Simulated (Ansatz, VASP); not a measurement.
**One calculation of Ga2SeS3, two programs**

```
CELL_PARAMETERS angstrom
5.15980 0.00000 0.00000
-2.57990 4.46851 0.00000
0.00000 0.00000 8.84606
ATOMIC_POSITIONS crystal
Ga 0.33333 0.66667 0.50000
Ga 0.66667 0.33333 0.50000
Se 0.00000 0.00000 0.00000
S 0.00000 0.00000 0.74429
S 0.00000 0.00000 0.25571
S 0.00000 0.00000 0.50000
```

Alike in both runs: functional PBE; k mesh 3 × 3 × 2; occupations gaussian, width 0.15 eV; no spin polarisation.

Ansatz relaxed the structure, and its values are those at the end. VASP's run is a single point on that final structure, the one shown.

|  | VASP | Ansatz |
| --- | --- | --- |
| version | VASP 6.6.1 | Ansatz 0.2.0 |
| potentials or method | VASP PAW PBE potentials, release 64 (Ga_d, Se, S), cutoff 500 eV | scalar-relativistic, plane waves, PAW |
| valence electrons in the cell | 50 | 60 |

```csv
,VASP,Ansatz,Ansatz less VASP
gap on the k mesh at the Fermi level (eV),none,none,-
pressure (GPa),0.0,0.0,+0.05
rms of the force components (eV/Å),0.005,0.007,+0.0023
```

A gap of «none» marks a metal or a gap that the smearing closes. The functional is the same, so the differences come from potentials, cutoffs and numerics. VASP's potentials hold 50 valence electrons a cell and Ansatz's 60, so a difference there can come from the potentials and not from the codes.

The k mesh is coarse, so the values compare programs but aren't converged.
